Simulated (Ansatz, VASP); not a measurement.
**Two plane-wave programs on Ti2Al6H**

```
CELL_PARAMETERS angstrom
5.02419 0.00000 0.00000
2.15888 4.53670 0.00000
0.00000 0.00000 21.11871
ATOMIC_POSITIONS crystal
Al 0.50000 0.00000 0.18941
Al 0.00000 0.50000 0.18941
Al 0.00000 0.00000 0.25292
Al 0.00000 0.50000 0.32087
Al 0.50000 0.00000 0.32087
Al 0.50000 0.50000 0.38443
Ti 0.50000 0.50000 0.25292
Ti 0.00000 0.00000 0.38150
H 0.00000 0.00000 0.52649
```

Alike in both runs: task single point; functional PBE; dispersion D3(BJ); k mesh 6 × 6 × 1; occupations gaussian, width 0.1 eV; no spin polarisation.

```csv
,VASP,Ansatz
version,VASP 6.6.1,Ansatz 0.2.0
potentials or method,"VASP PAW PBE potentials, release 64 (Al, Ti_sv, H), cutoff 520 eV","scalar-relativistic, plane waves, PAW"
valence electrons in the cell,43,43
```

|  | VASP | Ansatz | Ansatz less VASP |
| --- | --- | --- | --- |
| gap on the k mesh at the Fermi level (eV) | none | none | - |
| rms of the force components (eV/Å) | 0.395 | 0.395 | -0.0002 |

A gap of «none» marks a metal or a gap that the smearing closes.
